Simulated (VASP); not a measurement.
# SiO2 (P4_2/mnm) in VASP: a series of runs

SiO2 is run at these levels: LDA; tasks: single point.

Program: VASP 6.6.1. These are calculated values, not measurements. Logs are shortened: lines on timing, memory, paths and dates and some standing lists are left out, and cuts for length are marked.

**1. The cell of the first run**

The structure is tetragonal, space group P4_2/mnm (No. 136). The conventional cell has a = 4.105 Å, b = 4.105 Å, c = 2.534 Å, α = 90.00°, β = 90.00°, γ = 90.00°. Si (site symmetry mmm) has 6 O at 1.70 to 1.77 Å within 2.3 Å. Within 2.3 Å of O (site symmetry m2m) lie 3 Si at 1.70 to 1.77 Å and 1 O at 2.26 Å.

**2. Single point, LDA**

File INCAR:

```
ALGO     = Normal         # electronic algorithm
EDIFF    = 1E-6           # SCF threshold, eV
ENCUT    = 520            # plane-wave cutoff, eV
GGA      = CA             # functional
ISIF     = 2              # what is computed and relaxed
ISMEAR   = 0              # smearing method
LASPH    = T              # aspherical terms in the spheres
LCHARG   = F              # write CHGCAR
LREAL    = F              # projectors in reciprocal space
LWAVE    = F              # write WAVECAR
NBANDS   = 25             # bands
NELM     = 80             # most SCF steps
PREC     = Accurate       # precision mode
SIGMA    = 0.05           # smearing width, eV
```

File KPOINTS:

```
k-points
0
Gamma
  6 6 8
```

File POSCAR:

```
SiO2
1.0
    4.1053000000      0.0000000000      0.0000000000
    0.0000000000      4.1053000000      0.0000000000
    0.0000000000      0.0000000000      2.5336000000
Si O
2 4
Direct
    0.5000000000      0.5000000000      0.5000000000
    0.0000000000      0.0000000000      0.0000000000
    0.6944252994      0.6944252994      0.0000000000
    0.1944252994      0.8055747006      0.5000000000
    0.3055747006      0.3055747006      0.0000000000
    0.8055747006      0.1944252994      0.5000000000
```

Potentials or basis: VASP PAW LDA potentials, release 64 (Si, O).

Launch:

```bash
cat potpaw_LDA.64/Si/POTCAR potpaw_LDA.64/O/POTCAR > POTCAR
mpirun -np 1 vasp_std > vasp.out
```

OUTCAR:

```text
EDIFF = 1E-6
   ENCUT = 520
   GGA = CA
   ISIF = 2
   ISMEAR = 0
   LASPH = T
   LREAL = F
   NELM = 80
   PREC = Accurate

 ion  position               nearest neighbor table
   1  0.500  0.500  0.500-   3 1.70   5 1.70   3 1.70   5 1.70   4 1.77   6 1.77
   2  0.000  0.000  0.000-   4 1.70   6 1.70   4 1.70   6 1.70   5 1.77   3 1.77
   3  0.694  0.694  0.000-   1 1.70   1 1.70   2 1.77
   4  0.194  0.806  0.500-   2 1.70   2 1.70   1 1.77
   5  0.306  0.306  0.000-   1 1.70   1 1.70   2 1.77
   6  0.806  0.194  0.500-   2 1.70   2 1.70   1 1.77

  LATTYP: Found a simple tetragonal cell.
 ALAT       =     4.1053000000
 C/A-ratio  =     0.6171534358

  Lattice vectors:

 A1 = (   4.1053000000,   0.0000000000,   0.0000000000)
 A2 = (   0.0000000000,   4.1053000000,   0.0000000000)
 A3 = (   0.0000000000,   0.0000000000,   2.5336000000)

Analysis of symmetry for initial positions (statically):
=====================================================================
 Subroutine PRICEL returns:
 Original cell was already a primitive cell.

 Routine SETGRP: Setting up the symmetry group for a
 simple tetragonal supercell.

 Subroutine GETGRP returns: Found 16 space group operations
 (whereof  8 operations were pure point group operations)
 out of a pool of 16 trial point group operations.

The static configuration has the point symmetry D_2h.
 The point group associated with its full space group is D_4h.

Analysis of symmetry for dynamics (positions and initial velocities):
=====================================================================
 Subroutine PRICEL returns:
 Original cell was already a primitive cell.

 Routine SETGRP: Setting up the symmetry group for a
 simple tetragonal supercell.

 Subroutine GETGRP returns: Found 16 space group operations
 (whereof  8 operations were pure point group operations)
 out of a pool of 16 trial point group operations.

The dynamic configuration has the point symmetry D_2h.
 The point group associated with its full space group is D_4h.

 Subroutine INISYM returns: Found 16 space group operations
 (whereof  8 operations are pure point group operations),
 and found     1 'primitive' translations

----------------------------------------------------------------------------------------

                                     Primitive cell

  volume of cell :      42.7000

  direct lattice vectors                    reciprocal lattice vectors
     4.105300000  0.000000000  0.000000000     0.243587558  0.000000000  0.000000000
     0.000000000  4.105300000  0.000000000     0.000000000  0.243587558  0.000000000
     0.000000000  0.000000000  2.533600000     0.000000000  0.000000000  0.394695295

  length of vectors
     4.105300000  4.105300000  2.533600000     0.243587558  0.243587558  0.394695295

  position of ions in fractional coordinates (direct lattice)
     0.500000000  0.500000000  0.500000000
     0.000000000  0.000000000  0.000000000
     0.694425299  0.694425299  0.000000000
     0.194425299  0.805574701  0.500000000
     0.305574701  0.305574701  0.000000000
     0.805574701  0.194425299  0.500000000

  ion indices of the primitive-cell ions
   primitive index   ion index
                 1           1
                 2           2
                 3           3
                 4           4
                 5           5
                 6           6

----------------------------------------------------------------------------------------

 KPOINTS: k-points

Automatic generation of k-mesh.
 Grid dimensions read from file:
 generate k-points for:    6    6    8

 Generating k-lattice:

  Cartesian coordinates                     Fractional coordinates (reciprocal lattice)
     0.040597926  0.000000000  0.000000000     0.166666667  0.000000000  0.000000000
     0.000000000  0.040597926  0.000000000     0.000000000  0.166666667  0.000000000
     0.000000000  0.000000000  0.049336912     0.000000000  0.000000000  0.125000000

  Length of vectors
     0.040597926  0.040597926  0.049336912

  Shift w.r.t. Gamma in fractional coordinates (k-lattice)
     0.000000000  0.000000000  0.000000000

 Subroutine IBZKPT returns following result:
 ===========================================

 Found     50 irreducible k-points:

 Following reciprocal coordinates:
            Coordinates               Weight
  0.000000  0.000000  0.000000      1.000000
  0.166667  0.000000  0.000000      4.000000
  0.333333  0.000000  0.000000      4.000000
  0.500000  0.000000  0.000000      2.000000
  0.166667  0.166667  0.000000      4.000000
  0.333333  0.166667  0.000000      8.000000
[... 16 lines left out ...]
  0.333333  0.000000  0.250000      8.000000
  0.500000  0.000000  0.250000      4.000000
 [... further k-points ...]
   k-points           NKPTS =     50   k-points in BZ     NKDIM =     50   number of bands    NBANDS=     25
   number of dos      NEDOS =    301   number of ions     NIONS =      6
   total plane-waves  NPLWV =  20480
   dimension x,y,z NGX =    32 NGY =   32 NGZ =   20
   dimension x,y,z NGXF=    64 NGYF=   64 NGZF=   40
   ions per type =               2   4
   NGX,Y,Z   is equivalent  to a cutoff of  12.96, 12.96, 13.12 a.u.
   NGXF,Y,Z  is equivalent  to a cutoff of  25.92, 25.92, 26.25 a.u.
 SYSTEM =  unknown system
   PREC   = accura    normal or accurate (medium, high low for compatibility)
   ISTART =      0    job   : 0-new  1-cont  2-samecut
   ICHARG =      2    charge: 1-file 2-atom 10-const
   ISPIN  =      1    spin polarized calculation?
   LNONCOLLINEAR =      F non collinear calculations
   LSORBIT =      F    spin-orbit coupling
   LASPH  =      T    aspherical Exc in radial PAW
   ENCUT  =  520.0 eV  38.22 Ry    6.18 a.u.   7.63  7.63  4.71*2*pi/ulx,y,z
   NELM   =     80;   NELMIN=  2; NELMDL= -5     # of ELM steps
   EDIFF  = 0.1E-05   stopping-criterion for ELM
   LREAL  =      F    real-space projection
   EDIFFG = 0.1E-04   stopping-criterion for IOM
   NSW    =      0    number of steps for IOM
   IBRION =     -1    ionic relax: 0-MD 1-quasi-New 2-CG
   NFREE  =      0    steps in history (QN), initial steepest desc. (CG)
   ISIF   =      2    stress and relaxation
   ISYM   =      2    0-nonsym 1-usesym 2-fastsym
   POTIM  = 0.5000    time-step for ionic-motion
   TEBEG  =    0.0;   TEEND  =   0.0 temperature during run
   PSTRESS=    0.0 pullay stress
   NELECT =      32.0000    total number of electrons
   NUPDOWN=      -1.0000    fix difference up-down
   EMIN   =  10.00;   EMAX   =-10.00  energy-range for DOS
   EFERMI =   0.00;   METHOD = LEGACY
   ISMEAR =     0;   SIGMA  =   0.05  broadening in eV -4-tet -1-fermi 0-gaus
   EFERMI_NEDOS =   21; number of points for ismear=-14 and -15
   IALGO  =     38    algorithm
   IMIX   =      4    mixing-type and parameters
     AMIX     =   0.40;   BMIX     =  1.00
     AMIX_MAG =   1.60;   BMIX_MAG =  1.00
  volume/ion in A,a.u.               =       7.12        48.03
  Fermi-wavevector in a.u.,A,eV,Ry     =   1.487016  2.810052 30.085414  2.211216
  Thomas-Fermi vector in A             =   2.600229
   LORBIT       =      0    0 simple, 1 ext, 2 COOP (PROOUT), +10 PAW based schemes
   GGA     = CA    functional components
   LHFCALC =     F    Hartree Fock is set to
   AEXX    =    0.0000 exact exchange contribution
   IVDW    =     0    specifies the selected vdW correction
   LEPSILON=     F    determine dielectric tensor
   LRPA    =     F    only Hartree local field effects (RPA)
 non-spin polarized calculation
 Gauss-broadening in eV      SIGMA  =   0.05
  energy-cutoff  :      520.00
  volume of cell :       42.70
 maximum number of plane-waves:      1186
 NGX is ok and might be reduce to    32
   NGX = 15   NGY = 15   NGZ =  9

 number of electron      31.9999978 magnetization

 Free energy of the ion-electron system (eV)
  ---------------------------------------------------
  ext. energy  EPLUGINS =         0.00000000
  ---------------------------------------------------
  free energy    TOTEN  =       -51.54441128 eV

  energy without entropy =      -51.54441128  energy(sigma->0) =      -51.54441128

 E-fermi :   9.6341     XC(G=0): -13.1696

 val. band max:        9.2953379562   @ k =   0.0000   0.0000   0.0000
 cond. band min:      16.6053473677   @ k =   0.0000   0.0000   0.0000
 fundamental gap:      7.3100094115
 Fermi energy:         9.6341138119

 k-point     1 :       0.0000    0.0000    0.0000
  band No.  band energies     occupation
      1     -14.0924      2.00000
      2      -9.9727      2.00000
      3      -9.9727      2.00000
      4      -9.7680      2.00000
      5      -2.1536      2.00000
      6       2.0859      2.00000
[... 17 lines left out ...]
     24      24.2734      0.00000
     25      25.6042      0.00000

 k-point     2 :       0.1667    0.0000    0.0000
  band No.  band energies     occupation
      1     -13.9341      2.00000
      2     -10.7814      2.00000
      3      -9.8861      2.00000
      4      -9.2967      2.00000
      5      -2.0168      2.00000
      6       1.3278      2.00000
[... 17 lines left out ...]
     24      23.5565      0.00000
     25      25.4423      0.00000

 k-point     3 :       0.3333    0.0000    0.0000
  band No.  band energies     occupation
      1     -13.4694      2.00000
      2     -11.7961      2.00000
      3      -9.6531      2.00000
      4      -9.1713      2.00000
      5      -1.5874      2.00000
      6       0.1717      2.00000
[... 17 lines left out ...]
     24      23.7205      0.00000
     25      24.9143      0.00000

 k-point     4 :       0.5000    0.0000    0.0000
  band No.  band energies     occupation
      1     -12.7337      2.00000
      2     -12.7337      2.00000
      3      -9.3606      2.00000
      4      -9.3606      2.00000
      5      -0.8446      2.00000
      6      -0.8446      2.00000
[... 17 lines left out ...]
     24      24.0511      0.00000
     25      24.5908      0.00000

 k-point     5 :       0.1667    0.1667    0.0000
  band No.  band energies     occupation
      1     -13.7795      2.00000
      2     -10.9977      2.00000
      3     -10.0954      2.00000
      4      -9.1652      2.00000
      5      -1.8277      2.00000
      6       1.3567      2.00000
[... 17 lines left out ...]
     24      23.2339      0.00000
     25      25.2888      0.00000

 k-point     6 :       0.3333    0.1667    0.0000
  band No.  band energies     occupation
      1     -13.3278      2.00000
      2     -11.7591      2.00000
      3      -9.9663      2.00000
      4      -9.2640      2.00000
      5      -1.2886      2.00000
      6       0.5140      2.00000
[... 17 lines left out ...]
     24      23.4158      0.00000
     25      24.8100      0.00000
[... 393 lines left out ...]
 k-point    21 :       0.0000    0.0000    0.2500
  band No.  band energies     occupation
      1     -13.1449      2.00000
      2      -9.6560      2.00000
      3      -9.4653      2.00000
      4      -9.4653      2.00000
      5      -1.8436      2.00000
      6       1.9893      2.00000
[... 17 lines left out ...]
     24      24.0223      0.00000
     25      24.0393      0.00000

 k-point    22 :       0.1667    0.0000    0.2500
  band No.  band energies     occupation
      1     -12.9988      2.00000
      2     -10.2578      2.00000
      3      -9.4087      2.00000
      4      -9.1440      2.00000
      5      -1.5730      2.00000
      6       1.4177      2.00000
[... 17 lines left out ...]
     24      23.5995      0.00000
     25      23.8219      0.00000

 k-point    23 :       0.3333    0.0000    0.2500
  band No.  band energies     occupation
      1     -12.5738      2.00000
      2     -11.0944      2.00000
      3      -9.2636      2.00000
      4      -9.0241      2.00000
      5      -0.8983      2.00000
      6       0.7107      2.00000
[... 17 lines left out ...]
     24      23.1045      0.00000
     25      23.4752      0.00000

 k-point    24 :       0.5000    0.0000    0.2500
  band No.  band energies     occupation
      1     -11.9116      2.00000
      2     -11.9116      2.00000
      3      -9.1007      2.00000
      4      -9.1007      2.00000
      5      -0.0961      2.00000
      6      -0.0961      2.00000
[... 17 lines left out ...]
     24      22.8640      0.00000
     25      23.5327      0.00000

 [... further k-points ...]
[... 5 lines left out ...]
  --------------------------------------------------------------------------------------
  -------------------------------------------------------------------------------------
  Total        6.0694899      6.0694899     13.8605711      0.0000000      0.0000000      0.0000000
  in kB      227.7376982    227.7376982    520.0724630      0.0000000      0.0000000      0.0000000
  external PRESSURE =     325.1826198 kB  Pullay stress =       0.0000000 kB

 VOLUME and BASIS-vectors are now :
 -----------------------------------------------------------------------------
  energy-cutoff  :      520.00
  volume of cell :       42.70
      direct lattice vectors                 reciprocal lattice vectors
     4.105300000  0.000000000  0.000000000     0.243587558  0.000000000  0.000000000
     0.000000000  4.105300000  0.000000000     0.000000000  0.243587558  0.000000000
     0.000000000  0.000000000  2.533600000     0.000000000  0.000000000  0.394695295

 POSITION                                       TOTAL-FORCE (eV/Angst)
 -----------------------------------------------------------------------------------
      2.05265      2.05265      1.26680         0.000000      0.000000     -0.000000
      0.00000      0.00000      0.00000         0.000000      0.000000     -0.000000
      2.85082      2.85082      0.00000         0.346379      0.346379     -0.000000
      0.79817      3.30713      1.26680         0.346379     -0.346379     -0.000000
      1.25448      1.25448      0.00000        -0.346379     -0.346379      0.000000
      3.30713      0.79817      1.26680        -0.346379      0.346379     -0.000000
 -----------------------------------------------------------------------------------
    total drift:                                0.000000      0.000000     -0.000000

  FREE ENERGIE OF THE ION-ELECTRON SYSTEM (eV)
  ---------------------------------------------------
  free  energy   TOTEN  =       -51.5444112789 eV

  energy  without entropy=      -51.5444112789  energy(sigma->0) =      -51.54441128
```

Run time: 13 s. Hardware: 1 thread of Intel Xeon 6975P-C (Granite Rapids), shared host; peak memory 0.16 GiB.

What came out:

* Free energy: -51.5444 eV
* Pressure: 32.5 GPa
* Largest force: 0.490 eV/Å
* Band gap on the k mesh: 7.31 eV, direct

Forces in eV/Å, atoms in the order of the input:
```
Si   0.000  0.000  0.000
Si   0.000  0.000  0.000
O    0.346  0.346  0.000
O    0.346 -0.346  0.000
O   -0.346 -0.346  0.000
O   -0.346  0.346  0.000
```

A k mesh can miss the band edges.

(Continued in part 2 of 2.)
